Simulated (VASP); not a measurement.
Here is a VASP 6.6.1 calculation.

Contents of INCAR:

```
ALGO = Normal
EDIFF = 1E-6
ENCUT = 520
GGA = PE
ISIF = 2
ISMEAR = -1
LASPH = True
LCHARG = False
LREAL = False
LWAVE = False
NBANDS = 16
NELM = 100
PREC = Accurate
SIGMA = 0.02
```

Contents of KPOINTS:

```
k-points
0
Gamma
  8 8 6
```

The input POSCAR:

```
AlBAs2
1.0
    3.5594770690      0.0000000000      0.0000000000
    0.0000000000      3.5594770690      0.0000000000
    0.0000000000      0.0000000000      5.2630441491
B As Al
1 2 1
Direct
    0.0000000000      0.0000000000      0.0000000000
    0.0000000000      0.5000000000      0.2115147778
    0.5000000000      0.0000000000      0.7884852222
    0.5000000000      0.5000000000      0.5000000000
```

Potentials or basis: VASP PAW PBE potentials, release 64 (B, As, Al).

Run with:

```bash
$ cat potpaw_PBE.64/B/POTCAR potpaw_PBE.64/As/POTCAR potpaw_PBE.64/Al/POTCAR > POTCAR
$ mpirun -np 1 vasp_std > vasp.out
```

**Question.** Predict the band gap on the k mesh.

**Answer.** 0.52 eV, direct.

**Question.** Estimate the pressure.

**Answer.** 12.0 GPa.

**Question.** What does it give for the largest force?

**Answer.** 0.147 eV/Å.

Stress tensor (GPa, compression positive):
```
11.39  0.00  0.00
 0.00 11.39  0.00
 0.00  0.00 13.14
```

Caveat: the cell differs from its parent crystal (strain -2.8%). A k mesh can miss the band edges.
